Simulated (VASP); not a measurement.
Runs of VASP 6.6.1 on Rh. The structure is that of space group Fm-3m (No. 225), or close to it. The cells are those of the table. 

```csv
cell,further INCAR settings,gap on the mesh (eV),pressure (GPa)
"a = 2.640, b = 2.640, c = 2.673 Å, angles 59.6, 59.6, 60.8°, 1 atom",ALGO = Fast; EDIFF = 1e-06; NBANDS = 14,none,8.1
"a = 2.708, b = 2.708, c = 2.606 Å, angles 61.2, 61.2, 57.5°, 1 atom",ALGO = Fast; EDIFF = 1e-07; NBANDS = 14,none,1.5
"a = 2.640, b = 2.640, c = 2.606 Å, angles 60.4, 60.4, 59.2°, 1 atom",ALGO = Fast; EDIFF = 1e-06; NBANDS = 14,none,(a)
"a = 2.674, b = 2.674, c = 2.606 Å, angles 60.8, 60.8, 58.3°, 1 atom",ALGO = Fast; EDIFF = 1e-07; NBANDS = 14,none,8.7
```

Alike in all rows: task single point; level PBEsol; potentials or basis VASP PAW PBE potentials, release 64 (Rh_pv); no spin polarisation; k mesh 28 × 28 × 28; cutoff (eV) 520; smearing gaussian 0.15 eV.

Task: Fill in the values left out.

Result: (a) 17.1.

Caveats: the PAW data sets were made with another functional, which shifts forces and pressure a little; the stress differs along the axes, from 6 to 13 GPa (at least some runs); the stress differs along the axes, from -12 to 8 GPa (at least some runs); the stress differs along the axes, from 12 to 20 GPa (at least some runs); the stress differs along the axes, from -1 to 14 GPa (at least some runs).

A k mesh can miss the band edges, and the runs leave out spin-orbit coupling on Rh.

A gap of «none» marks levels without a gap at the run's occupations.
